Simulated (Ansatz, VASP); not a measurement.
Two plane-wave programs on CdS

Contents of INCAR:

```
PREC = Accurate
ENCUT = 520
EDIFF = 1E-7
ISMEAR = 0
SIGMA = 0.05
LREAL = F
LASPH = T
NELM = 100
ALGO = Normal
ISIF = 2
LWAVE = F
LCHARG = F
GGA = PE
NBANDS = 26
```

KPOINTS

```
Automatic mesh
0
Gamma
  12 12 4
```

Contents of POSCAR:

```
CdS
1.0
    4.1347992034      0.0000000000      0.0000000000
   -2.0673996017      3.5808411497      0.0000000000
    0.0000000000      0.0000000000      6.7490000000
Cd S
2 2
Direct
    0.3333333333      0.6666666667      0.0000000000
    0.6666666667      0.3333333333      0.5000000000
    0.3612597327      0.7225194654      0.3850000000
    0.6666666667      0.3333333333      0.8850000000
```

Input for Ansatz:

```yaml
crystal:
  lattice:
    - [4.1347992034, 0.0, 0.0]
    - [-2.0673996017, 3.5808411497, 0.0]
    - [0.0, 0.0, 6.749]
  atoms:
    - { symbol: Cd, position: [0.3333333333, 0.6666666667, 0.0] }
    - { symbol: Cd, position: [0.6666666667, 0.3333333333, 0.5] }
    - { symbol: S, position: [0.3612597327, 0.7225194654, 0.385] }
    - { symbol: S, position: [0.6666666667, 0.3333333333, 0.885] }
basis:
  ecutwfc: 420
kpoints:
  mp_grid: { grid: [12, 12, 4] }
hamiltonian:
  xc: pbe
scf:
  occupations: { method: gaussian, width: 0.05 }
output:
  forces: true
  stress: true
  eigenvalues: true
```

Alike in both runs: task single point; functional PBE; k mesh 12 × 12 × 4; occupations gaussian, width 0.05 eV; no spin polarisation.

|  | VASP | Ansatz |
| --- | --- | --- |
| version | VASP 6.6.1 | Ansatz 0.2.0 |
| potentials or method | VASP PAW PBE potentials, release 64 (Cd, S), cutoff 520 eV | scalar-relativistic, plane waves, PAW |
| valence electrons in the cell | 36 | 52 |

Ansatz gave:

| Quantity | Value |
| --- | --- |
| gap on the k mesh at the Fermi level (eV) | 1.21 |
| least direct gap on the mesh (eV) | 1.21 |
| pressure (GPa) | 3.2 |
| traceless stress, the component that is largest in VASP (GPa) | 3.89 |
| rms of the force components (eV/Å) | 0.721 |

Question: Which values does VASP return?

Answer: gap on the k mesh at the Fermi level (eV): 1.21; least direct gap on the mesh (eV): 1.21; pressure (GPa): 3.6; traceless stress, the component that is largest in VASP (GPa): 4.01; rms of the force components (eV/Å): 0.740.

Atom by atom the forces differ by 0.019 eV/Å (rms over components). VASP's potentials hold 36 valence electrons a cell and Ansatz's 52, so a difference there can come from the potentials and not from the codes.
